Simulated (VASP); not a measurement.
A run of VASP 6.6.1 is set up as follows.

File INCAR:

```
SYSTEM = Al9H
  PREC = Accurate
  ENCUT = 520
  EDIFF = 1E-6
  ISMEAR = 0
  SIGMA = 0.1
  LREAL = Auto
  LASPH = .True.
  NELM = 80
  ALGO = Normal
  ISIF = 2
  LWAVE = .False.
  LCHARG = .False.
  LDIPOL = .True.
  IDIPOL = 3
  DIPOL = 0.5 0.5 0.297
  GGA = PE
  NBANDS = 44
```

KPOINTS

```
regular mesh
0
Gamma
  5 3 1
  0 0 0
```

POSCAR

```
Al9H
1.0
    5.7086446660      0.0000000000      0.0000000000
   -1.4271611665      9.7033329366      0.0000000000
    0.0000000000      0.0000000000     22.7902708839
Al H
18 2
Direct
    0.2662242802      0.0648971207      0.1755134908
    0.7662242802      0.0648971207      0.1755134908
    0.3354843969      0.3419375876      0.2192156219
    0.8354843969      0.3419375876      0.2192156219
    0.1493364202      0.5973456810      0.2279560482
    0.6493364202      0.5973456810      0.2279560482
    0.4631884436      0.8527537744      0.2366964744
    0.9631884436      0.8527537744      0.2366964744
    0.0319869115      0.1277383811      0.2808269846
    0.5319869115      0.1277383811      0.2808269846
    0.0997952748      0.4042696946      0.3301089530
    0.5997952748      0.4042696946      0.3301089530
    0.4144272444      0.6597110304      0.3369829646
    0.9144272444      0.6597110304      0.3369829646
    0.2263180843      0.9111292163      0.3449343063
    0.7263180843      0.9111292163      0.3449343063
    0.2962616061      0.1814597108      0.3857027821
    0.7962616061      0.1814597108      0.3857027821
    0.6062804321      0.3304204432      0.4335302083
    0.6062804321      0.5189453154      0.4335302083
```

Potentials or basis: VASP PAW PBE potentials, release 64 (Al, H).

Launch:

```bash
$ cat potpaw_PBE.64/Al/POTCAR potpaw_PBE.64/H/POTCAR > POTCAR
$ mpirun -np 1 vasp_std > vasp.out
```

Problem. Predict the band gap on the k mesh.

Solution. Zero (bands 28 and 29 overlap by 0.60 eV).

Problem. Estimate the largest force.

Solution. 1.097 eV/Å.

Forces in eV/Å, atoms in the order of the input:
```
Al  -0.193  0.128 -0.009
Al   0.204  0.233 -0.020
Al  -0.039 -0.009 -0.025
Al   0.048 -0.014 -0.078
Al  -0.024 -0.082  0.019
Al   0.026 -0.129  0.150
Al  -0.073 -0.046 -0.092
Al   0.043 -0.061 -0.132
Al   0.008 -0.048 -0.099
Al  -0.031  0.150  0.166
Al   0.034 -0.060 -0.037
Al  -0.009  0.172  0.607
Al   0.055 -0.129  0.291
Al  -0.033 -0.075  0.153
Al  -0.005  0.024 -0.006
Al   0.018  0.027  0.081
Al   0.002  0.201  0.174
Al  -0.133  0.377  0.351
H   -0.009  0.017 -0.640
H    0.112 -0.678 -0.856
```
